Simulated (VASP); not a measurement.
Here is a VASP 6.6.1 calculation.

File INCAR:

```
PREC     = Accurate       # precision mode
ENCUT    = 520            # plane-wave cutoff, eV
EDIFF    = 1E-7           # SCF threshold, eV
ISMEAR   = 0              # smearing method
SIGMA    = 0.15           # smearing width, eV
LREAL    = False          # projectors in reciprocal space
LASPH    = True           # aspherical terms in the spheres
NELM     = 100            # most SCF steps
ALGO     = Normal         # electronic algorithm
ISIF     = 2              # what is computed and relaxed
LWAVE    = False          # write WAVECAR
LCHARG   = False          # write CHGCAR
GGA      = PS             # functional
NBANDS   = 9              # bands
```

File KPOINTS:

```
Automatic mesh
0
Gamma
  24 24 14
```

The input POSCAR:

```
Be
1.0
    2.1845268857      0.0000000000      0.0000000000
   -1.0922634429      1.8918557782      0.0000000000
    0.0000000000      0.0000000000      3.6009000000
Be
2
Direct
    0.3333333333      0.6666666667      0.2500000000
    0.6666666667      0.3333333333      0.7500000000
```

Potentials or basis: VASP PAW PBE potentials, release 64 (Be).

Launch:

```console
$ cat potpaw_PBE.64/Be/POTCAR > POTCAR
$ mpirun -np 1 vasp_std > vasp.out
```

Question: Predict the band gap on the k mesh.

Answer: Zero (band 2 reaches 8.45 eV, above the bottom of band 3 at 6.59 eV).

Question: What does it give for the pressure?

Answer: 7.2 GPa.

Stress tensor (GPa, compression positive):
```
12.92  0.00  0.00
 0.00 12.92  0.00
 0.00  0.00 -4.23
```

Caveat: the cell differs from its parent crystal (strain -0.050 along x and y, +0.000 along z); the PAW data sets were made with another functional, which shifts forces and pressure a little.
